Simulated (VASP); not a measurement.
# ZnSe (Stilleite): single point with PBE

The system is ZnSe (Stilleite).

```xyz
2
Lattice="0.0000 2.8324 2.8324 2.8324 0.0000 2.8324 2.8324 2.8324 0.0000" Properties=species:S:1:pos:R:3 pbc="T T T"
Zn    0.0000    0.0000    0.0000
Se    1.4162    1.4162    1.4162
```

| Quantity | Value |
| --- | --- |
| Program | VASP 6.6.1 |
| Task | single point |
| Functional | PBE |
| Potentials or basis | VASP PAW PBE potentials, release 64 (Zn, Se) |
| Cutoff | 520 eV |
| k mesh | 4 × 4 × 4 |
| Occupations | gaussian, width 0.01 eV |
| Spin | no spin polarisation |

The pressure is 2.8 GPa and the band gap on the k mesh is 1.28 eV, direct.

Levels at points of the mesh, in eV from the valence-band top:
| k point | band 7 | band 8 | band 9 | band 10 | band 11 | band 12 |
| --- | --- | --- | --- | --- | --- | --- |
| (0.00, 0.00, 0.00) | 0.00 | 0.00 | 0.00 | 1.28 | 5.78 | 5.78 |
| (0.50, 0.00, 0.00) | -5.25 | -0.87 | -0.87 | 2.53 | 6.36 | 6.36 |
| (0.50, 0.50, 0.00) | -4.78 | -2.20 | -2.20 | 2.96 | 3.44 | 10.75 |

Run time: 6.5 s on 1 thread of AMD EPYC 7R13 Processor (Zen 3), with other jobs on the host, peak memory 0.13 GiB.

Caveat: the k points lie up to 0.48 Å⁻¹ apart. A hybrid or GW would open this gap; PBE tends to underestimate it.
